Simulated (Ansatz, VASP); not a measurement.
## One calculation of Ge, two programs

```
Ge
1.0
     1.39715   -2.60052    0.00000
     1.39715    2.60052    0.00000
     0.00000    0.00000    2.69823
Ge
1
Direct
  0.50000 0.50000 0.00000
```

Alike in both runs: functional PBEsol; k mesh 10 × 10 × 8; occupations fermi-dirac, width 0.05 eV; no spin polarisation.

```csv
,VASP,Ansatz
version,VASP 6.6.1,Ansatz 0.2.0
potentials or method,"VASP PAW PBE potentials, release 64 (Ge_d)",Ansatz PAW
plane-wave cutoff (eV),520,420
valence electrons in the cell,14,14
task,single point,density of states
```

|  | VASP | Ansatz | Ansatz less VASP |
| --- | --- | --- | --- |
| gap on the k mesh at the Fermi level (eV) | none | none | - |
| pressure (GPa) | -3.8 | -3.7 | +0.11 |
| traceless stress, the component that is largest in VASP (GPa) | -2.08 | -2.08 | -0.002 |

VASP's potentials were made for PBE, not for PBEsol. A gap of «none» marks a metal or a gap that the smearing closes.
